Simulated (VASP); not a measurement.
# Pb: single point with PBEsol

The system is Pb.

```xyz
2
Lattice="3.3060 0.0000 0.0000 -1.6530 2.8631 0.0000 0.0000 0.0000 5.5900" Properties=species:S:1:pos:R:3 pbc="T T T"
Pb    0.0000    1.9087    1.3975
Pb    1.6530    0.9544    4.1925
```

This cell differs from its parent crystal: strain -0.050 along x and y, +0.000 along z.

```json
{"Program": "VASP 6.6.1", "Task": "single point", "Functional": "PBEsol", "Potentials or basis": "VASP PAW PBE potentials, release 64 (Pb_d)", "Cutoff": "520 eV", "k mesh": "15 × 15 × 10", "Occupations": "gaussian, width 0.15 eV", "Spin": "no spin polarisation"}
```

| Property | Result |
| --- | --- |
| Pressure | 7.6 GPa |
| Band gap on the k mesh | zero (bands 14 and 15 overlap by 9.16 eV) |

Stress tensor (GPa, compression positive):
```
8.28 0.00 0.00
0.00 8.28 0.00
0.00 0.00 6.38
```

Levels at points of the mesh, in eV from the Fermi level:
| k point | band 12 | band 13 | band 14 | band 15 | band 16 | band 17 |
| --- | --- | --- | --- | --- | --- | --- |
| (0.00, 0.00, 0.00) | -8.60 | -5.00 | 6.84 | 6.84 | 7.85 | 8.82 |
| (0.00, 0.00, 0.50) | -11.44 | 0.52 | 0.52 | 7.76 | 7.76 | 7.76 |

Wall time 4.9 min on 1 thread of AMD EPYC 7R13 (shared host), peak memory 0.25 GiB.

Caveat: the cell differs from its parent crystal (strain -0.050 along x and y, +0.000 along z); the cell stands under pressure; the PAW data sets were made with another functional, which shifts forces and pressure a little; spin-orbit coupling is left out, which moves the levels of the heavy elements.
